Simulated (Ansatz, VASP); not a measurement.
Two plane-wave programs on BN

Contents of POSCAR:

```
BN
1.0
    2.5009398558      0.0000000000      0.0000000000
   -1.2504699279      2.1658774484      0.0000000000
    0.0000000000      0.0000000000      6.8721526100
B N
2 2
Direct
    0.3333333333      0.6666666667      0.2500000000
    0.6666666667      0.3333333333      0.7500000000
    0.3333333333      0.6666666667      0.7500000000
    0.6666666667      0.3333333333      0.2500000000
```

File INCAR.step1:

```
SYSTEM = BN
  PREC = Accurate
  ENCUT = 520
  ISMEAR = 0
  SIGMA = 0.01
  LREAL = .False.
  LASPH = .True.
  NELM = 100
  NBANDS = 16
  GGA = PE
  ALGO = Normal
  EDIFF = 1E-4
  LWAVE = .True.
  LCHARG = .False.
```

INCAR.step2

```
SYSTEM = BN
  PREC = Accurate
  ENCUT = 520
  EDIFF = 1E-7
  ISMEAR = 0
  SIGMA = 0.01
  LREAL = .False.
  LASPH = .True.
  NELM = 100
  ALGO = Normal
  ISIF = 2
  LWAVE = .False.
  LCHARG = .False.
  METAGGA = R2SCAN
  LMIXTAU = .True.
  NBANDS = 16
  ISTART = 1
```

The input KPOINTS:

```
regular mesh
0
Gamma
  10 10 4
  0 0 0
```

Input for Ansatz:

```yaml
crystal:
  lattice:
    - [2.50093985579, 0.0, 0.0]
    - [-1.2504699279, 2.16587744845, 0.0]
    - [0.0, 0.0, 6.87215261004]
  atoms:
    - { symbol: B, position: [0.333333333333, 0.666666666667, 0.25] }
    - { symbol: B, position: [0.666666666667, 0.333333333333, 0.75] }
    - { symbol: "N", position: [0.333333333333, 0.666666666667, 0.75] }
    - { symbol: "N", position: [0.666666666667, 0.333333333333, 0.25] }
kpoints:
  mp_grid: { grid: [10, 10, 4] }
scf:
  occupations: { method: fixed }
hamiltonian:
  xc: r2scan
  pseudopotentials: { kind: paw }
output:
  forces: true
  stress: true
  eigenvalues: true
  eigenstates:
    nscf_kmesh: { grid: [16, 16, 6] }
    de_dk: true
    e_range: [-9, 14.86306543654]
  optics:
    e_range: [0, 20]
    de: 0.2
    sigma: 0.25
    bands: { spectra_wanted_up_to: 20 }
    nscf_kmesh: { grid: [16, 16, 6] }
checkpoint:
  write: ck
  write_wavefunctions: false
```

Alike in both runs: task single point; functional r2SCAN; k mesh 10 × 10 × 4; no spin polarisation.

```csv
,VASP,Ansatz
version,VASP 6.6.1,Ansatz 0.2.0
potentials or method,"VASP PAW PBE potentials, release 64 (B, N)","PAW with Ansatz's default frozen-core files, scalar-relativistic"
plane-wave cutoff (eV),520,500
occupations,"gaussian, width 0.01 eV",fixed
valence electrons in the cell,16,16
```

|  | VASP | Ansatz | Ansatz less VASP |
| --- | --- | --- | --- |
| gap on the k mesh at the Fermi level (eV) | 4.91 | 4.87 | -0.038 |
| pressure (GPa) | 0.4 | 0.0 | -0.38 |
| traceless stress, the component that is largest in VASP (GPa) | -0.62 | 0.04 | +0.658 |

VASP's potentials were made for PBE, not for r2SCAN.
